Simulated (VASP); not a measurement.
# CdS (F-43m) in VASP: further runs, part 2 of 2

VASP 6.6.1.

### Step 6. Single point, PBE

The input, INCAR:

```
SYSTEM = CdS
ALGO = Normal ; EDIFF = 1E-6
ENCUT = 500 ; GGA = PE
GGA_COMPAT = .FALSE. ; ISIF = 2
ISMEAR = 0 ; LASPH = .TRUE.
LCHARG = .FALSE. ; LREAL = .FALSE.
LWAVE = .FALSE. ; NBANDS = 16
NELM = 120 ; PREC = Accurate
SIGMA = 0.02
```

The input, KPOINTS:

```
k-points
0
G
  10 10 10
  0 0 0
```

The input, POSCAR:

```
CdS
1.0
    0.0000000000      2.9165000000      2.9165000000
    2.9165000000      0.0000000000      2.9165000000
    2.9165000000      2.9165000000      0.0000000000
Cd S
1 1
Direct
    0.0000000000      0.0000000000      0.0000000000
    0.2500000000      0.2500000000      0.2500000000
```

Potentials or basis: VASP PAW PBE potentials, release 64 (Cd, S).

Run with:

```sh
$ cat potpaw_PBE.64/Cd/POTCAR potpaw_PBE.64/S/POTCAR > POTCAR
$ mpirun -np 1 vasp_std > vasp.out
```

OUTCAR:

```text
SYSTEM = CdS
   EDIFF = 1E-6
   ENCUT = 500
   GGA = PE
   ISIF = 2
   ISMEAR = 0
   LASPH = .TRUE.
   LREAL = .FALSE.
   NELM = 120
   PREC = Accurate

 ion  position               nearest neighbor table
   1  0.000  0.000  0.000-   2 2.53   2 2.53   2 2.53   2 2.53
   2  0.250  0.250  0.250-   1 2.53   1 2.53   1 2.53   1 2.53

  LATTYP: Found a face centered cubic cell.
 ALAT       =     5.8330000000

  Lattice vectors:

 A1 = (   0.0000000000,   2.9165000000,   2.9165000000)
 A2 = (   2.9165000000,   0.0000000000,   2.9165000000)
 A3 = (   2.9165000000,   2.9165000000,   0.0000000000)

Analysis of symmetry for initial positions (statically):
=====================================================================
 Subroutine PRICEL returns:
 Original cell was already a primitive cell.

 Routine SETGRP: Setting up the symmetry group for a
 face centered cubic supercell.

 Subroutine GETGRP returns: Found 24 space group operations
 (whereof 24 operations were pure point group operations)
 out of a pool of 48 trial point group operations.

The static configuration has the point symmetry T_d .

Analysis of symmetry for dynamics (positions and initial velocities):
[... 162 lines left out ...]
 cond. band min:       2.4639025523   @ k =   0.0000   0.0000   0.0000
 fundamental gap:      1.1497769521
 Fermi energy:         1.4247511931

 k-point     1 :       0.0000    0.0000    0.0000
  band No.  band energies     occupation
      1     -11.0558      2.00000
      2      -6.4138      2.00000
      3      -6.4138      2.00000
      4      -6.4138      2.00000
      5      -5.9339      2.00000
      6      -5.9339      2.00000
[... 433 lines left out ...]
      3      -6.1559      2.00000
      4      -6.1168      2.00000
      5      -5.8675      2.00000
      6      -5.7437      2.00000
[... 8 lines left out ...]
     15      13.6550      0.00000
     16      15.8894      0.00000

 [... further k-points ...]

------------------------ aborting loop because EDIFF is reached ----------------------------------------

  FORCE on cell =-STRESS in cart. coord.  units (eV):
  Direction    XX          YY          ZZ          XY          YZ          ZX
  --------------------------------------------------------------------------------------
  -------------------------------------------------------------------------------------
  Total        0.9905609      0.9905609      0.9905609      0.0000000     -0.0000000     -0.0000000
  in kB       31.9871699     31.9871699     31.9871699      0.0000000     -0.0000000     -0.0000000
  external PRESSURE =      31.9871699 kB  Pullay stress =       0.0000000 kB

 VOLUME and BASIS-vectors are now :
 -----------------------------------------------------------------------------
  energy-cutoff  :      500.00
  volume of cell :       49.62
      direct lattice vectors                 reciprocal lattice vectors
     0.000000000  2.916500000  2.916500000    -0.171438368  0.171438368  0.171438368
     2.916500000  0.000000000  2.916500000     0.171438368 -0.171438368  0.171438368
     2.916500000  2.916500000  0.000000000     0.171438368  0.171438368 -0.171438368

 POSITION                                       TOTAL-FORCE (eV/Angst)
 -----------------------------------------------------------------------------------
      0.00000      0.00000      0.00000        -0.000000     -0.000000     -0.000000
      1.45825      1.45825      1.45825         0.000000      0.000000      0.000000
 -----------------------------------------------------------------------------------
    total drift:                               -0.000000     -0.000000     -0.000000

  FREE ENERGIE OF THE ION-ELECTRON SYSTEM (eV)
  ---------------------------------------------------
  free  energy   TOTEN  =        -6.1214546968 eV

  energy  without entropy=       -6.1214546968  energy(sigma->0) =       -6.12145470
```

stdout:

```text
POSCAR found type information on POSCAR CdS
 POSCAR found :  2 types and       2 ions
 scaLAPACK will be used
 LDA part: xc-table for (Slater+PW92), standard interpolation
 POSCAR, INCAR and KPOINTS ok, starting setup
 FFT: planning ... GRIDC
 FFT: planning ... GRID_SOFT
 FFT: planning ... GRID
 WAVECAR not read
 entering main loop
```

It took 70 s on 1 thread of Intel Xeon 8259CL, shared host; peak memory 0.18 GiB.

What came out:

```yaml
Free_energy: -6.1215 eV
Pressure: 3.2 GPa
Band_gap_on_the_k_mesh: 1.15 eV
```

Caveat: the cell stands under pressure.

### Step 7. Single point, PBE

The input, INCAR:

```
PREC = Accurate ; ENCUT = 500
EDIFF = 1E-6 ; ISMEAR = 0
SIGMA = 0.02 ; LREAL = False
LASPH = True ; NELM = 120
ALGO = Normal ; ISIF = 2
LWAVE = False ; LCHARG = True
GGA = PE ; LELF = True
LVHAR = True ; NBANDS = 16
GGA_COMPAT = False
```

The input, KPOINTS:

```
Automatic mesh
0
Gamma
  14 14 14
```

POSCAR is that of step 6.

Run with:

```sh
$ cat potpaw_PBE.64/Cd/POTCAR potpaw_PBE.64/S/POTCAR > POTCAR
$ mpirun -np 1 vasp_std > vasp.out
```

It took 2.5 min on 1 thread of Intel Xeon 8259CL, shared host; peak memory 0.22 GiB.

It converged, with:

- Free energy: -6.1215 eV
- Pressure: 3.2 GPa
- Band gap on the k mesh: 1.15 eV

Levels at points of the mesh, in eV from the valence-band top:
```tsv
k point	band 5	band 6	band 7	band 8	band 9	band 10	band 11	band 12	band 13	band 14
(0.00, 0.00, 0.00)	-7.25	-7.25	0.00	0.00	0.00	1.15	6.55	6.55	6.55	11.44
(0.50, 0.00, 0.00)	-7.21	-6.87	-4.40	-0.75	-0.75	3.02	7.01	7.01	7.48	11.09
(0.50, 0.50, 0.00)	-7.16	-6.80	-3.95	-1.88	-1.88	3.55	4.35	9.23	10.78	10.78
```

Caveat: the cell stands under pressure. A k mesh can miss the band edges.

### Step 8. Overview

| k mesh | gap on the mesh (eV) | pressure (GPa) |
| --- | --- | --- |
| 4 × 4 × 4 | 1.14 | 3.4 |
| 6 × 6 × 6 | 1.15 | 3.2 |
| 8 × 8 × 8 | 1.15 | 3.2 |
| 10 × 10 × 10 | 1.15 | 3.2 |
| 14 × 14 × 14 | 1.15 | 3.2 |

Alike in all rows: task single point; level PBE; potentials or basis VASP PAW PBE potentials, release 64 (Cd, S); no spin polarisation; cell as given; cutoff (eV) 500; smearing gaussian 0.02 eV.

Caveats: some runs use coarse meshes; the cell stands under pressure (at least some runs).

Total energies depend on the potentials used, so only differences within one code and one set of settings carry meaning.
